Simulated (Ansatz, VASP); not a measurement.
Two plane-wave programs on Zr

```
Zr
1.0
     3.70369    2.13833    6.31628
    -3.70369    2.13833    6.31628
     0.00000   -4.27665    6.31628
Zr
12
Direct
  0.01019 0.65361 0.01019
  0.01019 0.01019 0.65361
  0.65361 0.01019 0.01019
  0.98981 0.34639 0.98981
  0.34639 0.98981 0.98981
  0.98981 0.98981 0.34639
  0.22118 0.63060 0.22118
  0.22118 0.22118 0.63060
  0.63060 0.22118 0.22118
  0.77882 0.36940 0.77882
  0.36940 0.77882 0.77882
  0.77882 0.77882 0.36940
```

Alike in both runs: task single point; functional r2SCAN; k mesh 3 × 3 × 3; occupations gaussian, width 0.1 eV; no spin polarisation.

|  | VASP | Ansatz |
| --- | --- | --- |
| version | VASP 6.6.1 | Ansatz 0.2.0 |
| potentials or method | VASP PAW PBE potentials, release 64 (Zr_sv), cutoff 520 eV | scalar-relativistic, plane waves, PAW |
| valence electrons in the cell | 144 | 144 |

```tsv
	VASP	Ansatz	Ansatz less VASP
gap on the k mesh at the Fermi level (eV)	none	none	-
pressure (GPa)	18.6	18.3	-0.30
traceless stress, the component that is largest in VASP (GPa)	4.07	4.01	-0.052
rms of the force components (eV/Å)	1.492	1.470	-0.0221
```

VASP's potentials were made for PBE, not for r2SCAN. Atom by atom the forces differ by 0.024 eV/Å (rms over components). A gap of «none» marks a metal or a gap that the smearing closes. The functional is the same, so the differences come from potentials, cutoffs and numerics.
